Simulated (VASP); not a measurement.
# ZrN (Fm-3m) in VASP: notebook

ZrN is run at these levels: LDA; tasks: single point.

Program: VASP 6.6.1. These are calculated values, not measurements. Logs are shortened: lines on timing, memory, paths and dates and some standing lists are left out, and cuts for length are marked.

**1. The cell of the first run**

It takes space group Fm-3m (No. 225, cubic). Conventional cell: a = 4.600 Å, b = 4.600 Å, c = 4.600 Å, α = 90.00°, β = 90.00°, γ = 90.00°. Zr (site symmetry m-3m) has 6 N at 2.30 Å within 3.0 Å. N (site symmetry m-3m) has 6 Zr at 2.30 Å within 3.0 Å.

**2. Single point, LDA**

The input, INCAR:

```
PREC = Accurate
ENCUT = 600
EDIFF = 1E-6
ISMEAR = 1
SIGMA = 0.15
LREAL = False
LASPH = True
NELM = 120
ALGO = Normal
ISIF = 2
LWAVE = False
LCHARG = True
GGA = CA
LELF = True
LVHAR = True
NBANDS = 16
GGA_COMPAT = False
```

The input, KPOINTS:

```
Automatic mesh
0
Gamma
  7 7 7
```

The input, POSCAR:

```
ZrN
1.0
    0.0000000000      2.3000000000      2.3000000000
    2.3000000000      0.0000000000      2.3000000000
    2.3000000000      2.3000000000      0.0000000000
Zr N
1 1
Direct
    0.5000000000      0.5000000000      0.5000000000
    0.0000000000      0.0000000000      0.0000000000
```

Potentials or basis: VASP PAW LDA potentials, release 64 (Zr_sv, N).

The run is started by

```sh
$ cat potpaw_LDA.64/Zr_sv/POTCAR potpaw_LDA.64/N/POTCAR > POTCAR
$ mpirun -np 1 vasp_std > vasp.out
```

OUTCAR:

```text
PREC = Accurate
   ENCUT = 600
   EDIFF = 1E-6
   ISMEAR = 1
   LREAL = False
   LASPH = True
   NELM = 120
   ISIF = 2
   GGA = CA

 ion  position               nearest neighbor table
   1  0.500  0.500  0.500-   2 2.30   2 2.30   2 2.30   2 2.30   2 2.30   2 2.30
   2  0.000  0.000  0.000-   1 2.30   1 2.30   1 2.30   1 2.30   1 2.30   1 2.30

  LATTYP: Found a face centered cubic cell.
 ALAT       =     4.6000000000

  Lattice vectors:

 A1 = (   0.0000000000,   2.3000000000,   2.3000000000)
 A2 = (   2.3000000000,   0.0000000000,   2.3000000000)
 A3 = (   2.3000000000,   2.3000000000,   0.0000000000)

Analysis of symmetry for initial positions (statically):
=====================================================================
 Subroutine PRICEL returns:
 Original cell was already a primitive cell.

 Routine SETGRP: Setting up the symmetry group for a
 face centered cubic supercell.

 Subroutine GETGRP returns: Found 48 space group operations
 (whereof 48 operations were pure point group operations)
 out of a pool of 48 trial point group operations.

The static configuration has the point symmetry O_h .

Analysis of symmetry for dynamics (positions and initial velocities):
=====================================================================
 Subroutine PRICEL returns:
 Original cell was already a primitive cell.

 Routine SETGRP: Setting up the symmetry group for a
 face centered cubic supercell.

 Subroutine GETGRP returns: Found 48 space group operations
 (whereof 48 operations were pure point group operations)
 out of a pool of 48 trial point group operations.

The dynamic configuration has the point symmetry O_h .

 Subroutine INISYM returns: Found 48 space group operations
 (whereof 48 operations are pure point group operations),
 and found     1 'primitive' translations

----------------------------------------------------------------------------------------

                                     Primitive cell

  volume of cell :      24.3340

  direct lattice vectors                    reciprocal lattice vectors
     0.000000000  2.300000000  2.300000000    -0.217391304  0.217391304  0.217391304
     2.300000000  0.000000000  2.300000000     0.217391304 -0.217391304  0.217391304
     2.300000000  2.300000000  0.000000000     0.217391304  0.217391304 -0.217391304

  length of vectors
[... 76 lines left out ...]
   NELM   =    120;   NELMIN=  2; NELMDL= -5     # of ELM steps
   EDIFF  = 0.1E-05   stopping-criterion for ELM
   LREAL  =      F    real-space projection
   EDIFFG = 0.1E-04   stopping-criterion for IOM
   NSW    =      0    number of steps for IOM
   IBRION =     -1    ionic relax: 0-MD 1-quasi-New 2-CG
   NFREE  =      0    steps in history (QN), initial steepest desc. (CG)
   ISIF   =      2    stress and relaxation
   ISYM   =      2    0-nonsym 1-usesym 2-fastsym
   POTIM  = 0.5000    time-step for ionic-motion
   TEBEG  =    0.0;   TEEND  =   0.0 temperature during run
   PSTRESS=    0.0 pullay stress
   NELECT =      17.0000    total number of electrons
   NUPDOWN=      -1.0000    fix difference up-down
   EMIN   =  10.00;   EMAX   =-10.00  energy-range for DOS
   EFERMI =   0.00;   METHOD = LEGACY
   ISMEAR =     1;   SIGMA  =   0.15  broadening in eV -4-tet -1-fermi 0-gaus
   EFERMI_NEDOS =   21; number of points for ismear=-14 and -15
   IALGO  =     38    algorithm
   IMIX   =      4    mixing-type and parameters
     AMIX     =   0.40;   BMIX     =  1.00
     AMIX_MAG =   1.60;   BMIX_MAG =  1.00
  volume/ion in A,a.u.               =      12.17        82.11
  Fermi-wavevector in a.u.,A,eV,Ry     =   1.452624  2.745062 28.709889  2.110117
  Thomas-Fermi vector in A             =   2.569985
   LORBIT       =      0    0 simple, 1 ext, 2 COOP (PROOUT), +10 PAW based schemes
   GGA     = CA    functional components
   LHFCALC =     F    Hartree Fock is set to
   AEXX    =    0.0000 exact exchange contribution
   IVDW    =     0    specifies the selected vdW correction
   LEPSILON=     F    determine dielectric tensor
   LRPA    =     F    only Hartree local field effects (RPA)
 non-spin polarized calculation
 Methfessel and Paxton  Order N= 1 SIGMA  =   0.15
  energy-cutoff  :      600.00
  volume of cell :       24.33
 maximum number of plane-waves:       869
 NGX is ok and might be reduce to    28
   NGX = 13   NGY = 13   NGZ = 13

 number of electron      17.0000000 magnetization

 Free energy of the ion-electron system (eV)
  ---------------------------------------------------
  ext. energy  EPLUGINS =         0.00000000
  ---------------------------------------------------
  free energy    TOTEN  =       -22.36102567 eV

  energy without entropy =      -22.36308604  energy(sigma->0) =      -22.36171246

 E-fermi :  11.7753     XC(G=0): -12.7292

 val. band max:       11.7318493461   @ k =   0.1429   0.0000   0.0000
 cond. band min:      11.9084238750   @ k =   0.4286   0.1429   0.0000
 fundamental gap:      0.1765745289
 Fermi energy:        11.7752739845

 k-point     1 :       0.0000    0.0000    0.0000
  band No.  band energies     occupation
      1     -37.6786      2.00000
      2     -15.4558      2.00000
      3     -15.4558      2.00000
      4     -15.4558      2.00000
      5      -4.3896      2.00000
      6       8.9792      2.00000
[... 357 lines left out ...]
      3     -16.1195      2.00000
      4     -15.7795      2.00000
      5      -3.1767      2.00000
      6       5.9891      2.00000
[... 8 lines left out ...]
     15      22.8032      0.00000
     16      23.5798      0.00000

------------------------ aborting loop because EDIFF is reached ----------------------------------------

  FORCE on cell =-STRESS in cart. coord.  units (eV):
  Direction    XX          YY          ZZ          XY          YZ          ZX
  --------------------------------------------------------------------------------------
  -------------------------------------------------------------------------------------
  Total       -1.7999900     -1.7999900     -1.7999900      0.0000000      0.0000000     -0.0000000
  in kB     -118.5133204   -118.5133204   -118.5133204      0.0000000      0.0000000     -0.0000000
  external PRESSURE =    -118.5133204 kB  Pullay stress =       0.0000000 kB

 VOLUME and BASIS-vectors are now :
 -----------------------------------------------------------------------------
  energy-cutoff  :      600.00
  volume of cell :       24.33
      direct lattice vectors                 reciprocal lattice vectors
     0.000000000  2.300000000  2.300000000    -0.217391304  0.217391304  0.217391304
     2.300000000  0.000000000  2.300000000     0.217391304 -0.217391304  0.217391304
     2.300000000  2.300000000  0.000000000     0.217391304  0.217391304 -0.217391304

 POSITION                                       TOTAL-FORCE (eV/Angst)
 -----------------------------------------------------------------------------------
      2.30000      2.30000      2.30000         0.000000      0.000000      0.000000
      0.00000      0.00000      0.00000        -0.000000      0.000000     -0.000000
 -----------------------------------------------------------------------------------
    total drift:                                0.000000      0.000000      0.000000

  FREE ENERGIE OF THE ION-ELECTRON SYSTEM (eV)
  ---------------------------------------------------
  free  energy   TOTEN  =       -22.3610256667 eV

  energy  without entropy=      -22.3630860363  energy(sigma->0) =      -22.36171246
```

stdout:

```text
POSCAR found type information on POSCAR ZrN
 POSCAR found :  2 types and       2 ions
 scaLAPACK will be used
 LDA part: xc-table for (Slater(with rela. corr.)+CA(PZ))
 , standard interpolation
 POSCAR, INCAR and KPOINTS ok, starting setup
 FFT: planning ... GRIDC
 FFT: planning ... GRID_SOFT
 FFT: planning ... GRID
 WAVECAR not read
 entering main loop
```

Run time: 12 s. Hardware: 1 thread of AMD EPYC 7R43 (Zen 3), shared host; peak memory 0.11 GiB.

What came out:

```yaml
Free_energy: -22.3610 eV
Pressure: -11.9 GPa
```

Levels at points of the mesh, in eV from the Fermi level:
```csv
k point,band 6,band 7,band 8,band 9,band 10,band 11,band 12,band 13
"(0.00, 0.00, 0.00)",-2.80,-2.80,-2.80,-0.59,-0.59,-0.59,1.37,1.37
```

**3. Single point, LDA**

The input, INCAR:

```
SYSTEM = ZrN
ALGO = Normal
EDIFF = 1E-6
ENCUT = 600
GGA_COMPAT = .False.
ISIF = 2
ISMEAR = 1
LASPH = .True.
LCHARG = .False.
LREAL = .False.
LWAVE = .False.
NBANDS = 16
NELM = 120
PREC = Accurate
SIGMA = 0.15
```

The input, KPOINTS:

```
k-points
0
Gamma
  8 8 8
  0 0 0
```

POSCAR is that of step 2.

Potentials or basis: VASP PAW LDA potentials, release 64 (Zr_sv, N).

The run is started by

```sh
$ cat potpaw_LDA.64/Zr_sv/POTCAR potpaw_LDA.64/N/POTCAR > POTCAR
$ mpirun -np 1 vasp_std > vasp.out
```

OUTCAR:

```text
SYSTEM = ZrN
   EDIFF = 1E-6
   ENCUT = 600
   ISIF = 2
   ISMEAR = 1
   LASPH = .True.
   LREAL = .False.
   NELM = 120
   PREC = Accurate

 ion  position               nearest neighbor table
   1  0.500  0.500  0.500-   2 2.30   2 2.30   2 2.30   2 2.30   2 2.30   2 2.30
   2  0.000  0.000  0.000-   1 2.30   1 2.30   1 2.30   1 2.30   1 2.30   1 2.30

  LATTYP: Found a face centered cubic cell.
 ALAT       =     4.6000000000

  Lattice vectors:

 A1 = (   0.0000000000,   2.3000000000,   2.3000000000)
 A2 = (   2.3000000000,   0.0000000000,   2.3000000000)
 A3 = (   2.3000000000,   2.3000000000,   0.0000000000)

Analysis of symmetry for initial positions (statically):
=====================================================================
 Subroutine PRICEL returns:
 Original cell was already a primitive cell.

 Routine SETGRP: Setting up the symmetry group for a
 face centered cubic supercell.

 Subroutine GETGRP returns: Found 48 space group operations
 (whereof 48 operations were pure point group operations)
 out of a pool of 48 trial point group operations.

The static configuration has the point symmetry O_h .

Analysis of symmetry for dynamics (positions and initial velocities):
[... 162 lines left out ...]
 val. band max:       11.5430317050   @ k =   0.1250   0.0000   0.0000
 cond. band min:      11.6062216162   @ k =   0.1250   0.0000   0.0000
 fundamental gap:      0.0631899112
 Fermi energy:        11.5862610401

 k-point     1 :       0.0000    0.0000    0.0000
  band No.  band energies     occupation
      1     -37.7003      2.00000
      2     -15.4758      2.00000
      3     -15.4758      2.00000
      4     -15.4758      2.00000
      5      -4.3737      2.00000
      6       8.9991      2.00000
[... 433 lines left out ...]
      3     -15.8490      2.00000
      4     -15.6659      2.00000
      5      -2.7154      2.00000
      6       5.0059      2.00000
[... 8 lines left out ...]
     15      23.0706      0.00000
     16      24.4505      0.00000

 [... further k-points ...]

------------------------ aborting loop because EDIFF is reached ----------------------------------------

  FORCE on cell =-STRESS in cart. coord.  units (eV):
  Direction    XX          YY          ZZ          XY          YZ          ZX
  --------------------------------------------------------------------------------------
  -------------------------------------------------------------------------------------
  Total       -1.7936137     -1.7936137     -1.7936137     -0.0000000      0.0000000      0.0000000
  in kB     -118.0935007   -118.0935007   -118.0935007     -0.0000000      0.0000000      0.0000000
  external PRESSURE =    -118.0935007 kB  Pullay stress =       0.0000000 kB

 VOLUME and BASIS-vectors are now :
 -----------------------------------------------------------------------------
  energy-cutoff  :      600.00
  volume of cell :       24.33
      direct lattice vectors                 reciprocal lattice vectors
     0.000000000  2.300000000  2.300000000    -0.217391304  0.217391304  0.217391304
     2.300000000  0.000000000  2.300000000     0.217391304 -0.217391304  0.217391304
     2.300000000  2.300000000  0.000000000     0.217391304  0.217391304 -0.217391304

 POSITION                                       TOTAL-FORCE (eV/Angst)
 -----------------------------------------------------------------------------------
      2.30000      2.30000      2.30000         0.000000      0.000000     -0.000000
      0.00000      0.00000      0.00000         0.000000      0.000000      0.000000
 -----------------------------------------------------------------------------------
    total drift:                                0.000000      0.000000      0.000000

  FREE ENERGIE OF THE ION-ELECTRON SYSTEM (eV)
  ---------------------------------------------------
  free  energy   TOTEN  =       -22.3566098397 eV

  energy  without entropy=      -22.3552395020  energy(sigma->0) =      -22.35615306
```

OSZICAR:

```text
N       E                     dE             d eps       ncg     rms          rms(c)
DAV:   1     0.116836402456E+03    0.11684E+03   -0.97697E+03   928   0.118E+03
DAV:   2    -0.193759361764E+02   -0.13621E+03   -0.12835E+03  1208   0.310E+02
DAV:   3    -0.257526229672E+02   -0.63767E+01   -0.63363E+01  1504   0.583E+01
DAV:   4    -0.258149610710E+02   -0.62338E-01   -0.62327E-01  1080   0.509E+00
DAV:   5    -0.258156662594E+02   -0.70519E-03   -0.70518E-03  1256   0.403E-01    0.215E+01
DAV:   6    -0.226027048767E+02    0.32130E+01   -0.74055E+00   976   0.250E+01    0.828E+00
DAV:   7    -0.224043003992E+02    0.19840E+00   -0.51604E-01  1088   0.626E+00    0.682E+00
DAV:   8    -0.223742820922E+02    0.30018E-01   -0.26320E-01  1160   0.442E+00    0.361E+00
DAV:   9    -0.223582675048E+02    0.16015E-01   -0.59597E-02   968   0.232E+00    0.140E+00
DAV:  10    -0.223566420844E+02    0.16254E-02   -0.33602E-03  1088   0.596E-01    0.699E-02
DAV:  11    -0.223566241529E+02    0.17932E-04   -0.25616E-04  1144   0.119E-01    0.893E-02
DAV:  12    -0.223566099803E+02    0.14173E-04   -0.28960E-05  1056   0.448E-02    0.529E-03
DAV:  13    -0.223566098397E+02    0.14060E-06   -0.31685E-07   752   0.624E-03
   1 F= -.22356610E+02 E0= -.22356153E+02  d E =-.137034E-02
```

It took 15 s on 1 thread of AMD EPYC 7R43 (Zen 3), shared host; peak memory 0.11 GiB.

Results:

| Property | Result |
| --- | --- |
| Free energy | -22.3566 eV |
| Pressure | -11.8 GPa |

**4. Single point, LDA**

The input, INCAR:

```
SYSTEM = ZrN
PREC     = Accurate       ! precision mode
ENCUT    = 600            ! plane-wave cutoff, eV
EDIFF    = 1E-6           ! SCF threshold, eV
ISMEAR   = 1              ! smearing method
SIGMA    = 0.15           ! smearing width, eV
LREAL    = .False.        ! projectors in reciprocal space
LASPH    = .True.         ! aspherical terms in the spheres
NELM     = 120            ! most SCF steps
ALGO     = Normal         ! electronic algorithm
ISIF     = 2              ! what is computed and relaxed
LWAVE    = .False.        ! write WAVECAR
LCHARG   = .False.        ! write CHGCAR
GGA      = CA             ! functional
NBANDS   = 16             ! bands
GGA_COMPAT= .False.
```

The input, KPOINTS:

```
regular mesh
0
Gamma
  10 10 10
  0 0 0
```

POSCAR is that of step 3.

The run is started by

```sh
$ cat potpaw_LDA.64/Zr_sv/POTCAR potpaw_LDA.64/N/POTCAR > POTCAR
$ mpirun -np 1 vasp_std > vasp.out
```

It took 24 s on 1 thread of AMD EPYC 7R43 (Zen 3), shared host; peak memory 0.12 GiB.

The run converged. Its results:

* Free energy: -22.3740 eV
* Pressure: -12.0 GPa

Levels at points of the mesh, in eV from the Fermi level:
| k point | band 7 | band 8 | band 9 | band 10 | band 11 | band 12 |
| --- | --- | --- | --- | --- | --- | --- |
| (0.00, 0.00, 0.00) | -2.64 | -2.64 | -0.44 | -0.44 | -0.44 | 1.52 |
| (0.50, 0.00, 0.00) | -5.66 | -5.66 | 2.96 | 3.03 | 3.03 | 4.72 |
| (0.50, 0.50, 0.00) | -3.48 | -3.15 | -3.15 | 3.30 | 4.47 | 4.47 |

**5. Summary**

```csv
k mesh,gap on the mesh (eV),pressure (GPa)
7 × 7 × 7,none,-11.9
8 × 8 × 8,none,-11.8
10 × 10 × 10,none,-12.0
```

Alike in all rows: task single point; level LDA; potentials or basis VASP PAW LDA potentials, release 64 (Zr_sv, N); no spin polarisation; cell as given; cutoff (eV) 600; smearing methfessel-paxton 0.15 eV.

Every run on the cell as given and a fine mesh finds a metal.

Absolute energies hang on the potentials; compare differences alone.
